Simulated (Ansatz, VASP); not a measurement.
Ge: VASP beside Ansatz

```
Ge
1.0
     2.99111    0.00000    0.00000
    -1.51052    2.58168    0.00000
     0.00000    0.00000    4.72760
Ge
2
Direct
  0.33345 0.66655 0.25000
  0.66655 0.33345 0.75000
```

Alike in both runs: functional PBE; dispersion D3(BJ); k mesh 10 × 10 × 6; occupations gaussian, width 0.05 eV; non-collinear spin, spin-orbit coupling.

|  | VASP | Ansatz |
| --- | --- | --- |
| version | VASP 6.6.1 | Ansatz 0.2.0 |
| potentials or method | VASP PAW PBE potentials, release 64 (Ge_d), cutoff 520 eV | all-electron LAPW, relativistic spinors |
| task | single point | density of states |

```tsv
	VASP	Ansatz	Ansatz less VASP
pressure (GPa)	1.1	1.1	0.00
traceless stress, the component that is largest in VASP (GPa)	1.39	1.39	0.000
net moment per atom (μB)	0.00	0.00	0.000
```

Ansatz ran all-electron here, and VASP with PAW potentials.
